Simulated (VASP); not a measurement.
# HfN (P4/mmm) in VASP: a series of runs

HfN is run at these levels: PBE; tasks: single point, relaxation of cell and atoms.

Everything below comes from runs of VASP 6.6.1. Logs are shortened: lines on timing, memory, paths and dates and some standing lists are left out, and cuts for length are marked.

**1. The cell of the first run**

It takes space group P4/mmm (No. 123, tetragonal). The conventional cell has a = 3.066 Å, b = 3.066 Å, c = 3.421 Å, α = 90.00°, β = 90.00°, γ = 90.00°. Hf (site symmetry 4/mmm) has 4 N at 2.17 Å within 2.9 Å. N (site symmetry 4/mmm) has 4 Hf at 2.17 Å within 2.9 Å.

The cell was built from a structure type or drawn by symmetry, and may not be a known phase.

**2. Single point, PBE**

Contents of INCAR:

```
PREC     = Accurate       # precision mode
ENCUT    = 520            # plane-wave cutoff, eV
EDIFF    = 1E-6           # SCF threshold, eV
ISMEAR   = 0              # smearing method
SIGMA    = 0.1            # smearing width, eV
LREAL    = False          # projectors in reciprocal space
LASPH    = True           # aspherical terms in the spheres
NELM     = 100            # most SCF steps
ALGO     = Normal         # electronic algorithm
ISIF     = 2              # what is computed and relaxed
LWAVE    = False          # write WAVECAR
LCHARG   = False          # write CHGCAR
GGA      = PE             # functional
NBANDS   = 14             # bands
```

Contents of KPOINTS:

```
regular mesh
0
Gamma
  18 18 16
```

Contents of POSCAR:

```
HfN
1.0
    3.0661032385      0.0000000000      0.0000000000
    0.0000000000      3.0661032385      0.0000000000
    0.0000000000      0.0000000000      3.4211337182
Hf N
1 1
Direct
    0.5000000000      0.5000000000      0.0000000000
    0.0000000000      0.0000000000      0.0000000000
```

Potentials or basis: VASP PAW PBE potentials, release 64 (Hf_pv, N).

On the command line:

```sh
cat potpaw_PBE.64/Hf_pv/POTCAR potpaw_PBE.64/N/POTCAR > POTCAR
mpirun -np 1 vasp_std > vasp.out
```

OUTCAR:

```text
PREC = Accurate
   ENCUT = 520
   EDIFF = 1E-6
   ISMEAR = 0
   LREAL = False
   LASPH = True
   NELM = 100
   ISIF = 2
   GGA = PE

 ion  position               nearest neighbor table
   1  0.500  0.500  0.000-   2 2.17   2 2.17   2 2.17   2 2.17
   2  0.000  0.000  0.000-   1 2.17   1 2.17   1 2.17   1 2.17

  LATTYP: Found a simple tetragonal cell.
 ALAT       =     3.0661032385
 C/A-ratio  =     1.1157920827

  Lattice vectors:

 A1 = (   3.0661032385,   0.0000000000,   0.0000000000)
 A2 = (   0.0000000000,   3.0661032385,   0.0000000000)
 A3 = (   0.0000000000,   0.0000000000,   3.4211337182)

Analysis of symmetry for initial positions (statically):
=====================================================================
 Subroutine PRICEL returns:
 Original cell was already a primitive cell.

 Routine SETGRP: Setting up the symmetry group for a
 simple tetragonal supercell.

 Subroutine GETGRP returns: Found 16 space group operations
 (whereof 16 operations were pure point group operations)
 out of a pool of 16 trial point group operations.

The static configuration has the point symmetry D_4h.

Analysis of symmetry for dynamics (positions and initial velocities):
=====================================================================
 Subroutine PRICEL returns:
 Original cell was already a primitive cell.

 Routine SETGRP: Setting up the symmetry group for a
 simple tetragonal supercell.

 Subroutine GETGRP returns: Found 16 space group operations
 (whereof 16 operations were pure point group operations)
 out of a pool of 16 trial point group operations.

The dynamic configuration has the point symmetry D_4h.

 Subroutine INISYM returns: Found 16 space group operations
 (whereof 16 operations are pure point group operations),
 and found     1 'primitive' translations

----------------------------------------------------------------------------------------

                                     Primitive cell

  volume of cell :      32.1620

  direct lattice vectors                    reciprocal lattice vectors
     3.066103239  0.000000000  0.000000000     0.326146878  0.000000000  0.000000000
     0.000000000  3.066103239  0.000000000     0.000000000  0.326146878  0.000000000
     0.000000000  0.000000000  3.421133718     0.000000000  0.000000000  0.292300764

  length of vectors
     3.066103239  3.066103239  3.421133718     0.326146878  0.326146878  0.292300764

  position of ions in fractional coordinates (direct lattice)
     0.500000000  0.500000000  0.000000000
     0.000000000  0.000000000  0.000000000

  ion indices of the primitive-cell ions
   primitive index   ion index
                 1           1
                 2           2

----------------------------------------------------------------------------------------

 KPOINTS: regular mesh

Automatic generation of k-mesh.
 Grid dimensions read from file:
 generate k-points for:   18   18   16

 Generating k-lattice:

  Cartesian coordinates                     Fractional coordinates (reciprocal lattice)
     0.018119271  0.000000000  0.000000000     0.055555556  0.000000000  0.000000000
     0.000000000  0.018119271  0.000000000     0.000000000  0.055555556  0.000000000
     0.000000000  0.000000000  0.018268798     0.000000000  0.000000000  0.062500000

  Length of vectors
     0.018119271  0.018119271  0.018268798

  Shift w.r.t. Gamma in fractional coordinates (k-lattice)
     0.000000000  0.000000000  0.000000000

 Subroutine IBZKPT returns following result:
 ===========================================

 Found    495 irreducible k-points:

 Following reciprocal coordinates:
            Coordinates               Weight
  0.000000  0.000000  0.000000      1.000000
  0.055556  0.000000  0.000000      4.000000
  0.111111  0.000000  0.000000      4.000000
  0.166667  0.000000  0.000000      4.000000
  0.222222  0.000000  0.000000      4.000000
  0.277778  0.000000  0.000000      4.000000
[... 16 lines left out ...]
  0.277778  0.111111  0.000000      8.000000
  0.333333  0.111111  0.000000      8.000000
 [... further k-points ...]
   k-points           NKPTS =    495   k-points in BZ     NKDIM =    495   number of bands    NBANDS=     14
   number of dos      NEDOS =    301   number of ions     NIONS =      2
   total plane-waves  NPLWV =  16128
   dimension x,y,z NGX =    24 NGY =   24 NGZ =   28
   dimension x,y,z NGXF=    48 NGYF=   48 NGZF=   56
   ions per type =               1   1
   NGX,Y,Z   is equivalent  to a cutoff of  13.01, 13.01, 13.61 a.u.
   NGXF,Y,Z  is equivalent  to a cutoff of  26.03, 26.03, 27.21 a.u.
 SYSTEM =  unknown system
   PREC   = accura    normal or accurate (medium, high low for compatibility)
   ISTART =      0    job   : 0-new  1-cont  2-samecut
   ICHARG =      2    charge: 1-file 2-atom 10-const
   ISPIN  =      1    spin polarized calculation?
   LNONCOLLINEAR =      F non collinear calculations
   LSORBIT =      F    spin-orbit coupling
   LASPH  =      T    aspherical Exc in radial PAW
   ENCUT  =  520.0 eV  38.22 Ry    6.18 a.u.   5.70  5.70  6.36*2*pi/ulx,y,z
   NELM   =    100;   NELMIN=  2; NELMDL= -5     # of ELM steps
   EDIFF  = 0.1E-05   stopping-criterion for ELM
   LREAL  =      F    real-space projection
   EDIFFG = 0.1E-04   stopping-criterion for IOM
   NSW    =      0    number of steps for IOM
   IBRION =     -1    ionic relax: 0-MD 1-quasi-New 2-CG
   NFREE  =      0    steps in history (QN), initial steepest desc. (CG)
   ISIF   =      2    stress and relaxation
   ISYM   =      2    0-nonsym 1-usesym 2-fastsym
   POTIM  = 0.5000    time-step for ionic-motion
   TEBEG  =    0.0;   TEEND  =   0.0 temperature during run
   PSTRESS=    0.0 pullay stress
   NELECT =      15.0000    total number of electrons
   NUPDOWN=      -1.0000    fix difference up-down
   EMIN   =  10.00;   EMAX   =-10.00  energy-range for DOS
   EFERMI =   0.00;   METHOD = LEGACY
   ISMEAR =     0;   SIGMA  =   0.10  broadening in eV -4-tet -1-fermi 0-gaus
   EFERMI_NEDOS =   21; number of points for ismear=-14 and -15
   IALGO  =     38    algorithm
   IMIX   =      4    mixing-type and parameters
     AMIX     =   0.40;   BMIX     =  1.00
     AMIX_MAG =   1.60;   BMIX_MAG =  1.00
  volume/ion in A,a.u.               =      16.08       108.52
  Fermi-wavevector in a.u.,A,eV,Ry     =   1.269572  2.399143 21.930053  1.611813
  Thomas-Fermi vector in A             =   2.402606
   LORBIT       =      0    0 simple, 1 ext, 2 COOP (PROOUT), +10 PAW based schemes
   GGA     = PE    functional components
   LHFCALC =     F    Hartree Fock is set to
   AEXX    =    0.0000 exact exchange contribution
   IVDW    =     0    specifies the selected vdW correction
   LEPSILON=     F    determine dielectric tensor
   LRPA    =     F    only Hartree local field effects (RPA)
 non-spin polarized calculation
 Gauss-broadening in eV      SIGMA  =   0.10
  energy-cutoff  :      520.00
  volume of cell :       32.16
 maximum number of plane-waves:       888
 NGX is ok and might be reduce to    24
   NGX = 11   NGY = 11   NGZ = 13

 number of electron      15.0000004 magnetization

 Free energy of the ion-electron system (eV)
  ---------------------------------------------------
  ext. energy  EPLUGINS =         0.00000000
  ---------------------------------------------------
  free energy    TOTEN  =       -20.41686499 eV

  energy without entropy =      -20.41367259  energy(sigma->0) =      -20.41526879

 E-fermi :   4.2836     XC(G=0): -10.7591

 val. band max:        4.2753004124   @ k =   0.3889   0.3889   0.1250
 cond. band min:       4.2924758764   @ k =   0.3333   0.3333   0.4375
 fundamental gap:      0.0171754640
 Fermi energy:         4.2836358552

 k-point     1 :       0.0000    0.0000    0.0000
  band No.  band energies     occupation
      1     -26.4982      2.00000
      2     -26.1813      2.00000
      3     -26.1813      2.00000
      4     -10.9598      2.00000
      5       1.4563      2.00000
      6       2.5858      2.00000
      7       2.7920      2.00000
      8       2.7984      2.00000
      9       2.7984      2.00000
     10       8.7582      0.00000
     11       8.7582      0.00000
     12       8.7729      0.00000
     13      10.1747      0.00000
     14      16.9122      0.00000

 k-point     2 :       0.0556    0.0000    0.0000
  band No.  band energies     occupation
      1     -26.4963      2.00000
      2     -26.2052      2.00000
      3     -26.1784      2.00000
      4     -10.9041      2.00000
      5       1.4674      2.00000
      6       2.2265      2.00000
      7       2.5480      2.00000
      8       2.6308      2.00000
      9       3.3395      2.00000
     10       8.7714      0.00000
     11       8.7752      0.00000
     12       9.0214      0.00000
     13      10.3101      0.00000
     14      16.6326      0.00000

 k-point     3 :       0.1111    0.0000    0.0000
  band No.  band energies     occupation
      1     -26.4911      2.00000
      2     -26.2733      2.00000
      3     -26.1700      2.00000
      4     -10.7421      2.00000
      5       1.3200      2.00000
      6       1.8018      2.00000
      7       2.2043      2.00000
      8       2.4403      2.00000
      9       3.9038      2.00000
     10       8.8096      0.00000
     11       8.8269      0.00000
     12       9.6871      0.00000
     13      10.6572      0.00000
     14      15.8029      0.00000

 k-point     4 :       0.1667    0.0000    0.0000
  band No.  band energies     occupation
      1     -26.4830      2.00000
      2     -26.3757      2.00000
      3     -26.1571      2.00000
      4     -10.4875      2.00000
      5       0.6872      2.00000
      6       1.6598      2.00000
      7       1.8613      2.00000
      8       2.2786      2.00000
      9       4.5446      0.00022
     10       8.8692      0.00000
     11       8.9142      0.00000
     12      10.6192      0.00000
     13      11.0464      0.00000
     14      14.9779      0.00000

 k-point     5 :       0.2222    0.0000    0.0000
  band No.  band energies     occupation
      1     -26.4986      2.00000
      2     -26.4730      2.00000
      3     -26.1412      2.00000
      4     -10.1619      2.00000
      5      -0.0560      2.00000
      6       1.1035      2.00000
      7       2.0604      2.00000
      8       2.0855      2.00000
      9       5.2924      0.00000
     10       8.9438      0.00000
     11       9.0347      0.00000
[... 276 lines left out ...]
 k-point    22 :       0.2222    0.1111    0.0000
  band No.  band energies     occupation
      1     -26.4843      2.00000
      2     -26.4662      2.00000
      3     -26.2274      2.00000
      4     -10.0562      2.00000
      5      -0.3654      2.00000
      6       1.1265      2.00000
      7       2.0946      2.00000
      8       2.1877      2.00000
      9       5.9249      0.00000
     10       8.1711      0.00000
     11       9.5652      0.00000
     12      10.5016      0.00000
     13      12.2429      0.00000
     14      14.9851      0.00000

 k-point    23 :       0.2778    0.1111    0.0000
  band No.  band energies     occupation
      1     -26.6099      2.00000
      2     -26.4558      2.00000
      3     -26.2090      2.00000
      4      -9.7538      2.00000
      5      -0.9457      2.00000
      6       0.7778      2.00000
      7       1.9424      2.00000
      8       2.4319      2.00000
      9       6.6446      0.00000
     10       8.1932      0.00000
     11       9.5998      0.00000
     12      10.7803      0.00000
     13      12.4465      0.00000
     14      15.1073      0.00000

 k-point    24 :       0.3333    0.1111    0.0000
  band No.  band energies     occupation
      1     -26.7253      2.00000
      2     -26.4459      2.00000
      3     -26.1915      2.00000
      4      -9.4582      2.00000
      5      -1.4318      2.00000
      6       0.4213      2.00000
      7       1.7973      2.00000
      8       2.6936      2.00000
      9       7.4424      0.00000
     10       8.2897      0.00000
     11       9.5600      0.00000
     12      10.4963      0.00000
     13      13.1074      0.00000
     14      15.4167      0.00000

 [... further k-points ...]

------------------------ aborting loop because EDIFF is reached ----------------------------------------

  FORCE on cell =-STRESS in cart. coord.  units (eV):
  Direction    XX          YY          ZZ          XY          YZ          ZX
  --------------------------------------------------------------------------------------
  -------------------------------------------------------------------------------------
  Total       -0.3249998     -0.3249998     -0.0104642      0.0000000      0.0000000     -0.0000000
  in kB      -16.1901202    -16.1901202     -0.5212806      0.0000000      0.0000000     -0.0000000
  external PRESSURE =     -10.9671737 kB  Pullay stress =       0.0000000 kB

 VOLUME and BASIS-vectors are now :
 -----------------------------------------------------------------------------
  energy-cutoff  :      520.00
  volume of cell :       32.16
      direct lattice vectors                 reciprocal lattice vectors
     3.066103239  0.000000000  0.000000000     0.326146878  0.000000000  0.000000000
     0.000000000  3.066103239  0.000000000     0.000000000  0.326146878  0.000000000
     0.000000000  0.000000000  3.421133718     0.000000000  0.000000000  0.292300764

 POSITION                                       TOTAL-FORCE (eV/Angst)
 -----------------------------------------------------------------------------------
      1.53305      1.53305      0.00000         0.000000      0.000000      0.000000
      0.00000      0.00000      0.00000         0.000000      0.000000      0.000000
 -----------------------------------------------------------------------------------
    total drift:                                0.000000     -0.000000     -0.000000

  FREE ENERGIE OF THE ION-ELECTRON SYSTEM (eV)
  ---------------------------------------------------
  free  energy   TOTEN  =       -20.4168649874 eV

  energy  without entropy=      -20.4136725893  energy(sigma->0) =      -20.41526879
```

It took 4 min on 1 thread of Intel Xeon 8259CL, shared host; peak memory 0.34 GiB.

Results:

- Free energy: -20.4169 eV
- Pressure: -1.1 GPa
- Band gap on the k mesh: zero (an odd number of electrons rules out a gap without spin polarisation)

Caveat: spin-orbit coupling is left out, which moves the levels of the heavy elements.

(Continued in part 2 of 2.)
